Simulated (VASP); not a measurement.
A run of VASP 6.6.1 is set up as follows.

INCAR

```
  ALGO = Fast
  EDIFF = 1E-7
  ENCUT = 520
  GGA = PS
  ISIF = 2
  ISMEAR = 0
  LASPH = True
  LCHARG = False
  LREAL = False
  LWAVE = False
  NBANDS = 18
  NELM = 60
  PREC = Accurate
  SIGMA = 0.15
```

Contents of KPOINTS:

```
k-points
0
Gamma
  22 22 12
```

Contents of POSCAR:

```
Au
1.0
    1.4510859337     -2.6279687326      0.0000000000
    1.4510859337      2.6279687326      0.0000000000
    0.0000000000      0.0000000000      4.6285911578
Au
2
Direct
    0.6653279700      0.3346720300      0.2500000000
    0.3346720300      0.6653279700      0.7500000000
```

Potentials or basis: VASP PAW PBE potentials, release 64 (Au).

Run with:

```bash
$ cat potpaw_PBE.64/Au/POTCAR > POTCAR
$ mpirun -np 1 vasp_std > vasp.out
```

Predict the pressure.

-5.1 GPa.

Predict the largest force.

0.047 eV/Å.

Predict the band gap on the k mesh.

zero (bands 11 and 12 overlap by 6.42 eV).

Stress tensor (GPa, compression positive):
```
-6.11  0.00  0.00
 0.00 -7.52  0.00
 0.00  0.00 -1.71
```

Caveat: the stress differs along the axes, from -8 to -2 GPa; the PAW data sets were made with another functional, which shifts forces and pressure a little; spin-orbit coupling is left out, which moves the levels of the heavy elements.
